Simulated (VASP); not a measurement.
# Ti3Al (vib) (Fm-3m) in VASP: a series of runs

Runs on Ti3Al (vib). Level: LDA. Tasks: relaxation of cell and atoms.

Everything below comes from runs of VASP 6.6.1. Logs are shortened: lines on timing, memory, paths and dates and some standing lists are left out, and cuts for length are marked.

## (1) The cell of the first run

The structure is cubic, space group Fm-3m (No. 225). Conventional cell: a = 6.295 Å, b = 6.295 Å, c = 6.295 Å, α = 90.00°, β = 90.00°, γ = 90.00°. Within 3.6 Å of Ti (site symmetry -43m) lie 4 Al at 2.73 Å and 10 Ti at 2.73 to 3.15 Å. Ti (site symmetry m-3m) has 8 Ti at 2.73 Å and 6 Al at 3.15 Å within 3.6 Å. Al (site symmetry m-3m) has 14 Ti at 2.73 to 3.15 Å within 3.6 Å.

## (2) Relaxation of cell and atoms, LDA

The input, INCAR:

```
SYSTEM = Ti3Al
PREC = Accurate ; ENCUT = 600
EDIFF = 1E-7 ; ISMEAR = 0
SIGMA = 0.1 ; LREAL = .FALSE.
LASPH = .TRUE. ; NELM = 80
ALGO = Fast ; ISIF = 3
LWAVE = .FALSE. ; LCHARG = .FALSE.
GGA = CA ; IBRION = 2
NSW = 100 ; EDIFFG = -0.002
```

The input, KPOINTS:

```
regular mesh
0
G
  10 10 10
  0 0 0
```

The input, POSCAR:

```
Ti3Al
1.0
    0.0000000000      3.1476507367      3.1476507367
    3.1476507367      0.0000000000      3.1476507367
    3.1476507367      3.1476507367      0.0000000000
Ti Al
3 1
Direct
    0.7500000000      0.7500000000      0.7500000000
    0.2500000000      0.2500000000      0.2500000000
    0.0000000000      0.0000000000      0.0000000000
    0.5000000000      0.5000000000      0.5000000000
```

Potentials or basis: VASP PAW LDA potentials, release 64 (Ti_sv, Al).

On the command line:

```
$ cat potpaw_LDA.64/Ti_sv/POTCAR potpaw_LDA.64/Al/POTCAR > POTCAR
$ mpirun -np 1 vasp_std > vasp.out
```

OUTCAR:

```text
SYSTEM = Ti3Al
   PREC = Accurate
   ENCUT = 600
   EDIFF = 1E-7
   ISMEAR = 0
   LREAL = .FALSE.
   LASPH = .TRUE.
   NELM = 80
   ISIF = 3
   GGA = CA
   IBRION = 2
   NSW = 100
   EDIFFG = -0.002

 ion  position               nearest neighbor table
   1  0.750  0.750  0.750-   4 2.73   4 2.73   4 2.73   3 2.73   4 2.73   3 2.73   3 2.73   3 2.73

   2  0.250  0.250  0.250-   3 2.73   3 2.73   3 2.73   3 2.73   4 2.73   4 2.73   4 2.73   4 2.73

   3  0.000  0.000  0.000-   1 2.73   1 2.73   1 2.73   1 2.73   2 2.73   2 2.73   2 2.73   2 2.73

   4  0.500  0.500  0.500-   2 2.73   2 2.73   2 2.73   1 2.73   2 2.73   1 2.73   1 2.73   1 2.73

  LATTYP: Found a face centered cubic cell.
 ALAT       =     6.2953014734

  Lattice vectors:

 A1 = (   0.0000000000,   3.1476507367,   3.1476507367)
 A2 = (   3.1476507367,   0.0000000000,   3.1476507367)
 A3 = (   3.1476507367,   3.1476507367,   0.0000000000)

Analysis of symmetry for initial positions (statically):
=====================================================================
 Subroutine PRICEL returns:
 Original cell was already a primitive cell.

 Routine SETGRP: Setting up the symmetry group for a
 face centered cubic supercell.

 Subroutine GETGRP returns: Found 48 space group operations
[... 9 lines left out ...]

 Routine SETGRP: Setting up the symmetry group for a
 face centered cubic supercell.

 Subroutine GETGRP returns: Found 48 space group operations
[... 11 lines left out ...]
                                     Primitive cell

  volume of cell :      62.3720

  direct lattice vectors                    reciprocal lattice vectors
     0.000000000  3.147650737  3.147650737    -0.158848628  0.158848628  0.158848628
     3.147650737  0.000000000  3.147650737     0.158848628 -0.158848628  0.158848628
     3.147650737  3.147650737  0.000000000     0.158848628  0.158848628 -0.158848628

  length of vectors
     4.451450361  4.451450361  4.451450361     0.275133894  0.275133894  0.275133894

  position of ions in fractional coordinates (direct lattice)
     0.750000000  0.750000000  0.750000000
     0.250000000  0.250000000  0.250000000
     0.000000000  0.000000000  0.000000000
     0.500000000  0.500000000  0.500000000

  ion indices of the primitive-cell ions
   primitive index   ion index
                 1           1
                 2           2
                 3           3
                 4           4

----------------------------------------------------------------------------------------

 KPOINTS: regular mesh

Automatic generation of k-mesh.
 Grid dimensions read from file:
 generate k-points for:   10   10   10

 Generating k-lattice:

  Cartesian coordinates                     Fractional coordinates (reciprocal lattice)
    -0.015884863  0.015884863  0.015884863     0.100000000  0.000000000  0.000000000
     0.015884863 -0.015884863  0.015884863     0.000000000  0.100000000  0.000000000
     0.015884863  0.015884863 -0.015884863     0.000000000  0.000000000  0.100000000

  Length of vectors
     0.027513389  0.027513389  0.027513389

  Shift w.r.t. Gamma in fractional coordinates (k-lattice)
     0.000000000  0.000000000  0.000000000

 Subroutine IBZKPT returns following result:
 ===========================================

 Found     47 irreducible k-points:

 Following reciprocal coordinates:
            Coordinates               Weight
  0.000000  0.000000  0.000000      1.000000
  0.100000  0.000000  0.000000      8.000000
  0.200000  0.000000  0.000000      8.000000
  0.300000  0.000000  0.000000      8.000000
  0.400000  0.000000  0.000000      8.000000
  0.500000  0.000000  0.000000      4.000000
[... 16 lines left out ...]
  0.300000  0.300000  0.000000      6.000000
  0.400000  0.300000  0.000000     24.000000
 [... further k-points ...]
   k-points           NKPTS =     47   k-points in BZ     NKDIM =     47   number of bands    NBANDS=     23
   number of dos      NEDOS =    301   number of ions     NIONS =      4
   total plane-waves  NPLWV =  46656
   dimension x,y,z NGX =    36 NGY =   36 NGZ =   36
   dimension x,y,z NGXF=    72 NGYF=   72 NGZF=   72
   ions per type =               3   1
   NGX,Y,Z   is equivalent  to a cutoff of  13.44, 13.44, 13.44 a.u.
   NGXF,Y,Z  is equivalent  to a cutoff of  26.89, 26.89, 26.89 a.u.
 SYSTEM =  Ti3Al
   PREC   = accura    normal or accurate (medium, high low for compatibility)
   ISTART =      0    job   : 0-new  1-cont  2-samecut
   ICHARG =      2    charge: 1-file 2-atom 10-const
   ISPIN  =      1    spin polarized calculation?
   LNONCOLLINEAR =      F non collinear calculations
   LSORBIT =      F    spin-orbit coupling
   LASPH  =      T    aspherical Exc in radial PAW
   ENCUT  =  600.0 eV  44.10 Ry    6.64 a.u.   8.89  8.89  8.89*2*pi/ulx,y,z
   NELM   =     80;   NELMIN=  2; NELMDL= -5     # of ELM steps
   EDIFF  = 0.1E-06   stopping-criterion for ELM
   LREAL  =      F    real-space projection
   EDIFFG = -.2E-02   stopping-criterion for IOM
   NSW    =    100    number of steps for IOM
   IBRION =      2    ionic relax: 0-MD 1-quasi-New 2-CG
   NFREE  =      1    steps in history (QN), initial steepest desc. (CG)
   ISIF   =      3    stress and relaxation
   ISYM   =      2    0-nonsym 1-usesym 2-fastsym
   POTIM  = 0.5000    time-step for ionic-motion
   TEBEG  =    0.0;   TEEND  =   0.0 temperature during run
   PSTRESS=    0.0 pullay stress
   NELECT =      39.0000    total number of electrons
   NUPDOWN=      -1.0000    fix difference up-down
   EMIN   =  10.00;   EMAX   =-10.00  energy-range for DOS
   EFERMI =   0.00;   METHOD = LEGACY
   ISMEAR =     0;   SIGMA  =   0.10  broadening in eV -4-tet -1-fermi 0-gaus
   EFERMI_NEDOS =   21; number of points for ismear=-14 and -15
   IALGO  =     68    algorithm
   IMIX   =      4    mixing-type and parameters
     AMIX     =   0.40;   BMIX     =  1.00
     AMIX_MAG =   1.60;   BMIX_MAG =  1.00
  volume/ion in A,a.u.               =      15.59       105.23
  Fermi-wavevector in a.u.,A,eV,Ry     =   1.399909  2.645445 26.663955  1.959745
  Thomas-Fermi vector in A             =   2.522922
   LORBIT       =      0    0 simple, 1 ext, 2 COOP (PROOUT), +10 PAW based schemes
   GGA     = CA    functional components
   LHFCALC =     F    Hartree Fock is set to
   AEXX    =    0.0000 exact exchange contribution
   IVDW    =     0    specifies the selected vdW correction
   LEPSILON=     F    determine dielectric tensor
   LRPA    =     F    only Hartree local field effects (RPA)
 conjugate gradient relaxation of ions
 non-spin polarized calculation
 RMM-DIIS sequential band-by-band and
 Gauss-broadening in eV      SIGMA  =   0.10
  energy-cutoff  :      600.00
  volume of cell :       62.37
 maximum number of plane-waves:      2102
   NGX = 17   NGY = 17   NGZ = 17

--------------------------------------- Ionic step        1  -------------------------------------------

 number of electron      38.9999992 magnetization

 Free energy of the ion-electron system (eV)
  ---------------------------------------------------
  ext. energy  EPLUGINS =         0.00000000
  ---------------------------------------------------
  free energy    TOTEN  =       -30.47475207 eV

  energy without entropy =      -30.43581067  energy(sigma->0) =      -30.45528137

------------------------ aborting loop because EDIFF is reached ----------------------------------------

  FORCE on cell =-STRESS in cart. coord.  units (eV):
  Direction    XX          YY          ZZ          XY          YZ          ZX
  --------------------------------------------------------------------------------------
  -------------------------------------------------------------------------------------
  Total        0.0323831      0.0323831      0.0323831      0.0000000     -0.0000000      0.0000000
  in kB        0.8318382      0.8318382      0.8318382      0.0000000     -0.0000000      0.0000000
  external PRESSURE =       0.8318382 kB  Pullay stress =       0.0000000 kB

 VOLUME and BASIS-vectors are now :
 -----------------------------------------------------------------------------
  energy-cutoff  :      600.00
  volume of cell :       62.37
      direct lattice vectors                 reciprocal lattice vectors
     0.000000000  3.147650737  3.147650737    -0.158848628  0.158848628  0.158848628
     3.147650737  0.000000000  3.147650737     0.158848628 -0.158848628  0.158848628
     3.147650737  3.147650737  0.000000000     0.158848628  0.158848628 -0.158848628
[... 39 lines left out ...]
 POSITION                                       TOTAL-FORCE (eV/Angst)
 -----------------------------------------------------------------------------------
      4.72332      4.72332      4.72332         0.000000      0.000000      0.000000
      1.57444      1.57444      1.57444        -0.000000     -0.000000     -0.000000
      3.14888      6.29776      3.14888        -0.000000     -0.000000     -0.000000
      3.14888      3.14888      3.14888        -0.000000     -0.000000     -0.000000
 -----------------------------------------------------------------------------------
    total drift:                                0.000000      0.000000      0.000000

  FREE ENERGIE OF THE ION-ELECTRON SYSTEM (eV)
  ---------------------------------------------------
  free  energy   TOTEN  =       -30.4747594450 eV

  energy  without entropy=      -30.4357592091  energy(sigma->0) =      -30.45525933

--------------------------------------- Ionic step        3  -------------------------------------------

 number of electron      38.9999992 magnetization

 Free energy of the ion-electron system (eV)
  ---------------------------------------------------
  ext. energy  EPLUGINS =         0.00000000
  ---------------------------------------------------
  free energy    TOTEN  =       -30.47476492 eV

  energy without entropy =      -30.43578409  energy(sigma->0) =      -30.45527450

 E-fermi :   8.6658     XC(G=0): -11.8742

 val. band max:        8.6582965592   @ k =   0.4000   0.2000   0.0000
 cond. band min:       8.6780919046   @ k =   0.4000   0.4000   0.0000
 fundamental gap:      0.0197953454
 Fermi energy:         8.6657915214

 k-point     1 :       0.0000    0.0000    0.0000
  band No.  band energies     occupation
      1     -47.0832      2.00000
      2     -46.9753      2.00000
      3     -46.7430      2.00000
      4     -23.7819      2.00000
      5     -23.7819      2.00000
      6     -23.7819      2.00000
[... 15 lines left out ...]
     22      11.1076      0.00000
     23      11.1076      0.00000
[... 575 lines left out ...]
      1     -47.0266      2.00000
      2     -46.9898      2.00000
      3     -46.7862      2.00000
      4     -23.9627      2.00000
      5     -23.9606      2.00000
      6     -23.7947      2.00000
[... 15 lines left out ...]
     22       9.8400      0.00000
     23       9.9006      0.00000

 [... further k-points ...]
[... 5 lines left out ...]
  --------------------------------------------------------------------------------------
  -------------------------------------------------------------------------------------
  Total       -0.0069676     -0.0069676     -0.0069676      0.0000000      0.0000000     -0.0000000
  in kB       -0.1788520     -0.1788520     -0.1788520      0.0000000      0.0000000     -0.0000000
  external PRESSURE =      -0.1788520 kB  Pullay stress =       0.0000000 kB

 VOLUME and BASIS-vectors are now :
 -----------------------------------------------------------------------------
  energy-cutoff  :      600.00
  volume of cell :       62.42
      direct lattice vectors                 reciprocal lattice vectors
     0.000000000  3.148403547  3.148403547    -0.158810646  0.158810646  0.158810646
     3.148403547  0.000000000  3.148403547     0.158810646 -0.158810646  0.158810646
     3.148403547  3.148403547  0.000000000     0.158810646  0.158810646 -0.158810646

 POSITION                                       TOTAL-FORCE (eV/Angst)
 -----------------------------------------------------------------------------------
      4.72261      4.72261      4.72261        -0.000000     -0.000000     -0.000000
      1.57420      1.57420      1.57420         0.000000      0.000000      0.000000
      0.00000      0.00000      0.00000        -0.000000      0.000000     -0.000000
      3.14840      3.14840      3.14840        -0.000000      0.000000     -0.000000
 -----------------------------------------------------------------------------------
    total drift:                                0.000000      0.000000      0.000000

  FREE ENERGIE OF THE ION-ELECTRON SYSTEM (eV)
  ---------------------------------------------------
  free  energy   TOTEN  =       -30.4747649160 eV

  energy  without entropy=      -30.4357840903  energy(sigma->0) =      -30.45527450

 reached required accuracy - stopping structural energy minimisation
```

Run time: 2.9 min. Hardware: 1 thread of Intel Xeon 6975P-C (Granite Rapids), shared host; peak memory 0.23 GiB.

What came out:

| Property | Result |
| --- | --- |
| Free energy | -30.4748 eV |
| Relaxed volume | 15.60 Å³/atom |
| Relaxed cell | a = 4.453 Å, b = 4.453 Å, c = 4.453 Å, α = 60.00°, β = 60.00°, γ = 60.00° |
| Space group after relaxing (to 0.05 Å) | Fm-3m (No. 225) |
| Energy gained by relaxing | 0.0 meV/atom |
| Ionic steps | 3 |
| Pressure after relaxing | 0.0 GPa |

Final structure:
```yaml
crystal:
  lattice:
    - [0.00000, 3.14840, 3.14840]
    - [3.14840, 0.00000, 3.14840]
    - [3.14840, 3.14840, 0.00000]
  atoms:
    - { symbol: Ti, position: [0.75000, 0.75000, 0.75000] }
    - { symbol: Ti, position: [0.25000, 0.25000, 0.25000] }
    - { symbol: Ti, position: [0.00000, 0.00000, 0.00000] }
    - { symbol: Al, position: [0.50000, 0.50000, 0.50000] }
```

Levels at points of the mesh, in eV from the Fermi level:
| k point | band 16 | band 17 | band 18 | band 19 | band 20 | band 21 | band 22 | band 23 |
| --- | --- | --- | --- | --- | --- | --- | --- | --- |
| (0.00, 0.00, 0.00) | -1.80 | -1.80 | -1.80 | 0.05 | 0.05 | 0.05 | 2.44 | 2.44 |
| (0.50, 0.00, 0.00) | -2.00 | -0.41 | -0.36 | -0.36 | -0.01 | -0.01 | 0.89 | 1.06 |
| (0.50, 0.50, 0.00) | -1.98 | -0.50 | -0.50 | -0.17 | -0.15 | -0.15 | 1.13 | 1.34 |

## (3) Relaxation of cell and atoms, LDA

The input, INCAR:

```
PREC     = Accurate       # precision mode
ENCUT    = 600            # plane-wave cutoff, eV
EDIFF    = 1E-7           # SCF threshold, eV
ISMEAR   = -1             # smearing method
SIGMA    = 0.15           # smearing width, eV
LREAL    = False          # projectors in reciprocal space
LASPH    = True           # aspherical terms in the spheres
NELM     = 100            # most SCF steps
ALGO     = Normal         # electronic algorithm
ISIF     = 3              # what is computed and relaxed
LWAVE    = False          # write WAVECAR
LCHARG   = False          # write CHGCAR
GGA      = CA             # functional
IBRION   = 2              # ionic algorithm
NSW      = 80             # ionic steps
EDIFFG   = -0.001         # ionic threshold
```

The input, KPOINTS:

```
regular mesh
0
Gamma
  10 10 10
```

The input, POSCAR:

```
Ti3Al
1.0
    0.0000000000      3.1481975249      3.1481975249
    3.1481975249      0.0000000000      3.1481975249
    3.1481975249      3.1481975249      0.0000000000
Ti Al
3 1
Direct
    0.7500000000      0.7500000000      0.7500000000
    0.2500000000      0.2500000000      0.2500000000
    0.0000000000      0.0000000000      0.0000000000
    0.5000000000      0.5000000000      0.5000000000
```

Potentials or basis: VASP PAW LDA potentials, release 64 (Ti_sv, Al).

On the command line:

```
$ cat potpaw_LDA.64/Ti_sv/POTCAR potpaw_LDA.64/Al/POTCAR > POTCAR
$ mpirun -np 1 vasp_std > vasp.out
```

Run time: 88 s. Hardware: 1 thread of Intel Xeon 6975P-C (Granite Rapids), shared host; peak memory 0.21 GiB.

Results (log left out):

| Quantity | Value |
| --- | --- |
| Free energy | -30.7064 eV |
| Relaxed volume | 15.69 Å³/atom |
| Relaxed cell | a = 4.460 Å, b = 4.460 Å, c = 4.460 Å, α = 60.00°, β = 60.00°, γ = 60.00° |
| Space group after relaxing (to 0.05 Å) | Fm-3m (No. 225) |
| Energy gained by relaxing | 0.2 meV/atom |
| Ionic steps | 3 |
| Pressure after relaxing | 0.0 GPa |

The path:
| step | energy change (eV) | largest force (eV/Å) | pressure (GPa) | volume (Å³) |
| --- | --- | --- | --- | --- |
| 1 | 0.0000 | 0.0000 | 0.69 | 62.40 |
| 2 | -0.0003 | 0.0000 | -0.51 | 63.01 |
| 3 | -0.0007 | 0.0000 | -0.01 | 62.75 |

Final structure:
```
CELL_PARAMETERS angstrom
0.00000 3.15405 3.15405
3.15405 0.00000 3.15405
3.15405 3.15405 0.00000
ATOMIC_POSITIONS crystal
Ti 0.75000 0.75000 0.75000
Ti 0.25000 0.25000 0.25000
Ti 0.00000 0.00000 0.00000
Al 0.50000 0.50000 0.50000
```

Levels at points of the mesh, in eV from the Fermi level:
| k point | band 18 | band 19 | band 20 | band 21 | band 22 | band 23 |
| --- | --- | --- | --- | --- | --- | --- |
| (0.00, 0.00, 0.00) | -1.81 | 0.05 | 0.05 | 0.05 | 2.41 | 2.41 |
| (0.50, 0.00, 0.00) | -0.36 | -0.36 | -0.03 | -0.03 | 0.87 | 1.04 |
| (0.50, 0.50, 0.00) | -0.52 | -0.18 | -0.15 | -0.15 | 1.14 | 1.32 |
